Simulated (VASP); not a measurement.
Wanted: the native input for a VASP 6.6.1 run.

| Property | Result |
| --- | --- |
| Task | single point |
| Functional | r2SCAN |
| Potentials or basis | VASP PAW PBE potentials, release 64 (Se, Ti_sv) |
| Cutoff | 520 eV |
| k mesh | 10 × 10 × 4 |
| Occupations | fermi-dirac, width 0.05 eV |
| Spin | no spin polarisation |
| Dipole correction | no |
| Further INCAR settings | ALGO = Normal; EDIFF = 1e-06; NBANDS = 29 |

The system is Ti3Se.

```
Se Ti
1.0
     3.26016    0.00000    0.00000
    -1.63008    2.82338    0.00000
     0.00000    0.00000    8.09852
Se Ti
1 3
Direct
  0.00000 0.00000 0.00000
  0.66667 0.33333 0.50000
  0.33333 0.66667 0.77290
  0.33333 0.66667 0.22710
```

The input as run:

POSCAR

```
Ti3Se
1.0
    3.2601565315      0.0000000000      0.0000000000
   -1.6300782658      2.8233783766      0.0000000000
    0.0000000000      0.0000000000      8.0985246472
Se Ti
1 3
Direct
    0.0000000000      0.0000000000      0.0000000000
    0.6666666667      0.3333333333      0.5000000000
    0.3333333333      0.6666666667      0.7729020000
    0.3333333333      0.6666666667      0.2270980000
```

INCAR.step1

```
SYSTEM = Ti3Se
PREC = Accurate ; ENCUT = 520
ISMEAR = -1 ; SIGMA = 0.05
LREAL = .False. ; LASPH = .True.
NELM = 60 ; NBANDS = 29
GGA = PE ; ALGO = Normal
EDIFF = 1E-4 ; LWAVE = .True.
LCHARG = .False.
```

INCAR.step2

```
SYSTEM = Ti3Se
PREC = Accurate ; ENCUT = 520
EDIFF = 1E-6 ; ISMEAR = -1
SIGMA = 0.05 ; LREAL = .False.
LASPH = .True. ; NELM = 60
ALGO = Normal ; ISIF = 2
LWAVE = .False. ; LCHARG = .True.
METAGGA = R2SCAN ; LMIXTAU = .True.
LELF = .True. ; LVHAR = .True.
NBANDS = 29 ; ISTART = 1
```

KPOINTS

```
Automatic mesh
0
Gamma
  10 10 4
  0 0 0
```

Potentials or basis: VASP PAW PBE potentials, release 64 (Se, Ti_sv).

Run with:

```bash
$ cat potpaw_PBE.64/Se/POTCAR potpaw_PBE.64/Ti_sv/POTCAR > POTCAR
$ cp INCAR.step1 INCAR
$ mpirun -np 1 vasp_std > vasp.out
$ cp INCAR.step2 INCAR
$ mpirun -np 1 vasp_std > vasp.out
```

It gave:

The pressure is -6.4 GPa, the largest force is 0.203 eV/Å and the band gap on the k mesh is zero (band 21 reaches 7.96 eV, above the bottom of band 22 at 7.32 eV).

Caveat: the PAW data sets were made with another functional, which shifts forces and pressure a little.

Run time: 4.9 min on 1 thread of Intel Xeon 6975P-C (shared host), peak memory 0.24 GiB.
